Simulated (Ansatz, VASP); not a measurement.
**SnSe in VASP and in Ansatz**

```
CELL_PARAMETERS angstrom
4.28533 0.00000 0.00000
0.00000 4.28533 0.00000
0.00000 0.00000 10.99069
ATOMIC_POSITIONS crystal
Sn 0.50000 0.00000 0.37223
Sn 0.00000 0.50000 0.62777
Se 0.50000 0.00000 0.61604
Se 0.00000 0.50000 0.38396
```

Alike in both runs: task single point; functional LDA; k mesh 6 × 6 × 2; non-collinear spin, spin-orbit coupling.

|  | VASP | Ansatz |
| --- | --- | --- |
| version | VASP 6.6.1 | Ansatz 0.2.0 |
| potentials or method | VASP PAW LDA potentials, release 64 (Sn_d, Se), cutoff 520 eV | plane waves, PAW |
| occupations | gaussian, width 0.01 eV | fixed |
| valence electrons in the cell | 40 | 60 |

```csv
,VASP,Ansatz,Ansatz less VASP
net moment per atom (μB),0.00,0.00,0.000
```

LDA's correlation is that of Perdew and Zunger in VASP and of Perdew and Wang (1992) in Ansatz. VASP's potentials hold 40 valence electrons a cell and Ansatz's 60, so a difference there can come from the potentials and not from the codes.
